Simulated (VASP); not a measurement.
# W (C2/m) in VASP: further runs

W is run at these levels: LDA; tasks: single point.

Everything below comes from runs of VASP 6.6.1. Logs are shortened: lines on timing, memory, paths and dates and some standing lists are left out, and cuts for length are marked.

## Step 1: The cell of the first run

The structure is monoclinic, space group C2/m (No. 12). Conventional cell: a = 3.973 Å, b = 3.973 Å, c = 3.973 Å, α = 90.00°, β = 90.00°, γ = 90.00°. W (site symmetry m) has 12 W at 2.62 to 3.00 Å within 3.5 Å.

## Step 2: Single point, LDA (atoms displaced along a vibrational mode)

File INCAR:

```
PREC = Accurate ; ENCUT = 500
EDIFF = 1E-6 ; ISMEAR = 0
SIGMA = 0.15 ; LREAL = False
LASPH = True ; NELM = 120
ALGO = Normal ; ISIF = 2
LWAVE = False ; LCHARG = True
GGA = CA ; LELF = True
LVHAR = True ; NBANDS = 21
GGA_COMPAT = False
```

File KPOINTS:

```
Automatic mesh
0
Gamma
  16 16 12
```

File POSCAR:

```
W
1.0
    0.0000000000     -1.9864787844     -1.9864787844
    0.0000000000      1.9864787844     -1.9864787844
    3.9729575688      0.0000000000      0.0000000000
W
2
Direct
    0.5305062407      0.4694937593      0.4965768575
   -0.0305062407      0.0305062407      0.0034231425
```

Potentials or basis: VASP PAW LDA potentials, release 64 (W_sv).

Command:

```
cat potpaw_LDA.64/W_sv/POTCAR > POTCAR
mpirun -np 1 vasp_std > vasp.out
```

OUTCAR:

```text
PREC = Accurate
   ENCUT = 500
   EDIFF = 1E-6
   ISMEAR = 0
   LREAL = False
   LASPH = True
   NELM = 120
   ISIF = 2
   GGA = CA

 ion  position               nearest neighbor table
   1  0.531  0.469  0.497-   2 2.62   2 2.66   2 2.80   2 2.80   2 2.84   2 2.84   2 2.97   2 3.00

   2  0.969  0.031  0.003-   1 2.62   1 2.66   1 2.80   1 2.80   1 2.84   1 2.84   1 2.97   1 3.00

  LATTYP: Found a simple tetragonal cell.
 ALAT       =     2.8093052383
 C/A-ratio  =     1.4142135624

  Lattice vectors:

 A1 = (   0.0000000000,  -1.9864787844,  -1.9864787844)
 A2 = (   0.0000000000,   1.9864787844,  -1.9864787844)
 A3 = (   3.9729575688,   0.0000000000,   0.0000000000)

Analysis of symmetry for initial positions (statically):
=====================================================================
 Subroutine PRICEL returns:
 Original cell was already a primitive cell.

 Routine SETGRP: Setting up the symmetry group for a
 simple tetragonal supercell.

 Subroutine GETGRP returns: Found  4 space group operations
 (whereof  2 operations were pure point group operations)
 out of a pool of 16 trial point group operations.

The static configuration has the point symmetry C_1h.
 The point group associated with its full space group is C_2h.

Analysis of symmetry for dynamics (positions and initial velocities):
=====================================================================
 Subroutine PRICEL returns:
 Original cell was already a primitive cell.

 Routine SETGRP: Setting up the symmetry group for a
 simple tetragonal supercell.

 Subroutine GETGRP returns: Found  4 space group operations
 (whereof  2 operations were pure point group operations)
 out of a pool of 16 trial point group operations.

The dynamic configuration has the point symmetry C_1h.
 The point group associated with its full space group is C_2h.

 Subroutine INISYM returns: Found  4 space group operations
 (whereof  2 operations are pure point group operations),
 and found     1 'primitive' translations

----------------------------------------------------------------------------------------

                                     Primitive cell

  volume of cell :      31.3554

  direct lattice vectors                    reciprocal lattice vectors
     0.000000000 -1.986478784 -1.986478784     0.000000000 -0.251701656 -0.251701656
     0.000000000  1.986478784 -1.986478784     0.000000000  0.251701656 -0.251701656
     3.972957569  0.000000000  0.000000000     0.251701656  0.000000000  0.000000000

  length of vectors
     2.809305238  2.809305238  3.972957569     0.355959896  0.355959896  0.251701656

  position of ions in fractional coordinates (direct lattice)
     0.530506241  0.469493759  0.496576858
     0.969493759  0.030506241  0.003423142

  ion indices of the primitive-cell ions
   primitive index   ion index
                 1           1
                 2           2

----------------------------------------------------------------------------------------

 KPOINTS: Automatic mesh

Automatic generation of k-mesh.
 Grid dimensions read from file:
 generate k-points for:   16   16   12

 Generating k-lattice:

  Cartesian coordinates                     Fractional coordinates (reciprocal lattice)
     0.000000000 -0.015731354 -0.015731354     0.062500000  0.000000000  0.000000000
     0.000000000  0.015731354 -0.015731354     0.000000000  0.062500000  0.000000000
     0.020975138  0.000000000  0.000000000     0.000000000  0.000000000  0.083333333

  Length of vectors
     0.022247493  0.022247493  0.020975138

  Shift w.r.t. Gamma in fractional coordinates (k-lattice)
     0.000000000  0.000000000  0.000000000

 Subroutine IBZKPT returns following result:
 ===========================================

 Found    826 irreducible k-points:

 Following reciprocal coordinates:
            Coordinates               Weight
  0.000000  0.000000  0.000000      1.000000
  0.062500  0.000000  0.000000      4.000000
  0.125000  0.000000  0.000000      4.000000
  0.187500  0.000000  0.000000      4.000000
  0.250000  0.000000  0.000000      4.000000
  0.312500  0.000000  0.000000      4.000000
[... 16 lines left out ...]
 -0.062500  0.437500  0.000000      4.000000
  0.500000  0.062500  0.000000      4.000000
 [... further k-points ...]
   k-points           NKPTS =    826   k-points in BZ     NKDIM =    826   number of bands    NBANDS=     21
   number of dos      NEDOS =    301   number of ions     NIONS =      2
   total plane-waves  NPLWV =  12000
   dimension x,y,z NGX =    20 NGY =   20 NGZ =   30
   dimension x,y,z NGXF=    40 NGYF=   40 NGZF=   60
   ions per type =               2
   NGX,Y,Z   is equivalent  to a cutoff of  11.84, 11.84, 12.55 a.u.
   NGXF,Y,Z  is equivalent  to a cutoff of  23.67, 23.67, 25.11 a.u.
 SYSTEM =  unknown system
   PREC   = accura    normal or accurate (medium, high low for compatibility)
   ISTART =      0    job   : 0-new  1-cont  2-samecut
   ICHARG =      2    charge: 1-file 2-atom 10-const
   ISPIN  =      1    spin polarized calculation?
   LNONCOLLINEAR =      F non collinear calculations
   LSORBIT =      F    spin-orbit coupling
   LASPH  =      T    aspherical Exc in radial PAW
   ENCUT  =  500.0 eV  36.75 Ry    6.06 a.u.   5.12  5.12  7.24*2*pi/ulx,y,z
   NELM   =    120;   NELMIN=  2; NELMDL= -5     # of ELM steps
   EDIFF  = 0.1E-05   stopping-criterion for ELM
   LREAL  =      F    real-space projection
   EDIFFG = 0.1E-04   stopping-criterion for IOM
   NSW    =      0    number of steps for IOM
   IBRION =     -1    ionic relax: 0-MD 1-quasi-New 2-CG
   NFREE  =      0    steps in history (QN), initial steepest desc. (CG)
   ISIF   =      2    stress and relaxation
   ISYM   =      2    0-nonsym 1-usesym 2-fastsym
   POTIM  = 0.5000    time-step for ionic-motion
   TEBEG  =    0.0;   TEEND  =   0.0 temperature during run
   PSTRESS=    0.0 pullay stress
   NELECT =      28.0000    total number of electrons
   NUPDOWN=      -1.0000    fix difference up-down
   EMIN   =  10.00;   EMAX   =-10.00  energy-range for DOS
   EFERMI =   0.00;   METHOD = LEGACY
   ISMEAR =     0;   SIGMA  =   0.15  broadening in eV -4-tet -1-fermi 0-gaus
   EFERMI_NEDOS =   21; number of points for ismear=-14 and -15
   IALGO  =     38    algorithm
   IMIX   =      4    mixing-type and parameters
     AMIX     =   0.40;   BMIX     =  1.00
     AMIX_MAG =   1.60;   BMIX_MAG =  1.00
  volume/ion in A,a.u.               =      15.68       105.80
  Fermi-wavevector in a.u.,A,eV,Ry     =   1.576486  2.979127 33.814690  2.485310
  Thomas-Fermi vector in A             =   2.677312
   LORBIT       =      0    0 simple, 1 ext, 2 COOP (PROOUT), +10 PAW based schemes
   GGA     = CA    functional components
   LHFCALC =     F    Hartree Fock is set to
   AEXX    =    0.0000 exact exchange contribution
   IVDW    =     0    specifies the selected vdW correction
   LEPSILON=     F    determine dielectric tensor
   LRPA    =     F    only Hartree local field effects (RPA)
 non-spin polarized calculation
 Gauss-broadening in eV      SIGMA  =   0.15
  energy-cutoff  :      500.00
  volume of cell :       31.36
 maximum number of plane-waves:       830
   NGX = 11   NGY = 11   NGZ = 15

 number of electron      27.9999998 magnetization

 Free energy of the ion-electron system (eV)
  ---------------------------------------------------
  ext. energy  EPLUGINS =         0.00000000
  ---------------------------------------------------
  free energy    TOTEN  =       -27.11919491 eV

  energy without entropy =      -27.09457970  energy(sigma->0) =      -27.10688730

 E-fermi :  11.0251     XC(G=0): -13.8632

 val. band max:       11.0239497822   @ k =   0.0625  -0.4375   0.3333
 cond. band min:      11.0283044675   @ k =   0.1875  -0.4375   0.4167
 fundamental gap:      0.0043546853
 Fermi energy:        11.0251230698

 k-point     1 :       0.0000    0.0000    0.0000
  band No.  band energies     occupation
      1     -62.1113      2.00000
      2     -61.9098      2.00000
      3     -27.2519      2.00000
      4     -26.4331      2.00000
      5     -26.4025      2.00000
      6     -25.9639      2.00000
[... 13 lines left out ...]
     20      17.1834      0.00000
     21      23.5799      0.00000

 k-point     2 :       0.0625    0.0000    0.0000
  band No.  band energies     occupation
      1     -62.1079      2.00000
      2     -61.9097      2.00000
      3     -27.2381      2.00000
      4     -26.4492      2.00000
      5     -26.4058      2.00000
      6     -25.9856      2.00000
[... 13 lines left out ...]
     20      17.6245      0.00000
     21      22.7949      0.00000

 k-point     3 :       0.1250    0.0000    0.0000
  band No.  band energies     occupation
      1     -62.0981      2.00000
      2     -61.9097      2.00000
      3     -27.1978      2.00000
      4     -26.5151      2.00000
      5     -26.3940      2.00000
      6     -26.0703      2.00000
[... 13 lines left out ...]
     20      18.8509      0.00000
     21      21.5388      0.00000

 k-point     4 :       0.1875    0.0000    0.0000
  band No.  band energies     occupation
      1     -62.0830      2.00000
      2     -61.9102      2.00000
      3     -27.1336      2.00000
      4     -26.6155      2.00000
      5     -26.3762      2.00000
      6     -26.2036      2.00000
[... 13 lines left out ...]
     20      20.3137      0.00000
     21      20.3528      0.00000

 k-point     5 :       0.2500    0.0000    0.0000
  band No.  band energies     occupation
      1     -62.0641      2.00000
      2     -61.9118      2.00000
      3     -27.0501      2.00000
      4     -26.7285      2.00000
      5     -26.4250      2.00000
      6     -26.2904      2.00000
[... 13 lines left out ...]
     20      19.3851      0.00000
     21      21.8874      0.00000
[... 382 lines left out ...]
     20      18.8546      0.00000
     21      23.7817      0.00000

 k-point    22 :       0.4375    0.0625    0.0000
  band No.  band energies     occupation
      1     -62.0064      2.00000
      2     -61.9244      2.00000
      3     -26.9521      2.00000
      4     -26.8703      2.00000
      5     -26.7490      2.00000
      6     -26.2285      2.00000
[... 13 lines left out ...]
     20      18.7932      0.00000
     21      23.4018      0.00000

 k-point    23 :      -0.0625    0.4375    0.0000
  band No.  band energies     occupation
      1     -62.0063      2.00000
      2     -61.9245      2.00000
      3     -26.9503      2.00000
      4     -26.8722      2.00000
      5     -26.7479      2.00000
      6     -26.2293      2.00000
[... 13 lines left out ...]
     20      18.8270      0.00000
     21      23.3418      0.00000

 k-point    24 :       0.5000    0.0625    0.0000
  band No.  band energies     occupation
      1     -62.0004      2.00000
      2     -61.9269      2.00000
      3     -26.9445      2.00000
      4     -26.9266      2.00000
      5     -26.7186      2.00000
      6     -26.2556      2.00000
[... 13 lines left out ...]
     20      18.6951      0.00000
     21      23.2444      0.00000

 [... further k-points ...]

------------------------ aborting loop because EDIFF is reached ----------------------------------------

  FORCE on cell =-STRESS in cart. coord.  units (eV):
  Direction    XX          YY          ZZ          XY          YZ          ZX
  --------------------------------------------------------------------------------------
  -------------------------------------------------------------------------------------
  Total        1.5674137      0.1092112      1.4112775     -0.2261072      0.0000000      0.0000000
  in kB       80.0907664      5.5804079     72.1126101    -11.5534904      0.0000000      0.0000000
  external PRESSURE =      52.5945948 kB  Pullay stress =       0.0000000 kB

 VOLUME and BASIS-vectors are now :
 -----------------------------------------------------------------------------
  energy-cutoff  :      500.00
  volume of cell :       31.36
      direct lattice vectors                 reciprocal lattice vectors
     0.000000000 -1.986478784 -1.986478784     0.000000000 -0.251701656 -0.251701656
     0.000000000  1.986478784 -1.986478784     0.000000000  0.251701656 -0.251701656
     3.972957569  0.000000000  0.000000000     0.251701656  0.000000000  0.000000000

 POSITION                                       TOTAL-FORCE (eV/Angst)
 -----------------------------------------------------------------------------------
      1.97288     -0.12120     -1.98648         0.386967      0.910651      0.000000
      0.01360     -1.86528     -1.98648        -0.386967     -0.910651      0.000000
 -----------------------------------------------------------------------------------
    total drift:                               -0.000000     -0.000000      0.000000

  FREE ENERGIE OF THE ION-ELECTRON SYSTEM (eV)
  ---------------------------------------------------
  free  energy   TOTEN  =       -27.1191949136 eV

  energy  without entropy=      -27.0945796963  energy(sigma->0) =      -27.10688730
```

Run time: 5 min. Hardware: 1 thread of Intel Xeon 8259CL, shared host; peak memory 0.47 GiB.

What came out:

| Quantity | Value |
| --- | --- |
| Free energy | -27.1192 eV |
| Pressure | 5.3 GPa |
| Largest force | 0.989 eV/Å |
| Band gap on the k mesh | zero (bands 14 and 15 overlap by 3.88 eV) |

Forces in eV/Å, atoms in the order of the input:
```
W    0.387  0.911  0.000
W   -0.387 -0.911  0.000
```

Levels at points of the mesh, in eV from the Fermi level:
```
           k point  band 12  band 13  band 14  band 15  band 16  band 17
(0.00, 0.00, 0.00)    -0.90    -0.70    -0.47     2.36     2.86     3.52
(0.50, 0.00, 0.00)    -2.54    -1.76    -1.50     0.80     1.23     1.66
(0.50, 0.50, 0.00)    -4.69     2.76     3.44     5.17     5.46     5.99
(0.00, 0.00, 0.50)    -3.24    -0.56    -0.25     1.76     1.87     1.89
(0.50, 0.00, 0.50)    -1.14    -0.75    -0.71     0.96     0.97     4.88
(0.50, 0.50, 0.50)    -2.08    -2.04    -1.94     1.56     1.58     6.11
```

Caveat: the cell differs from its parent crystal (atoms displaced along a vibrational mode); the cell stands under pressure; spin-orbit coupling is left out, which moves the levels of the heavy elements.

(Continued in part 2 of 3.)
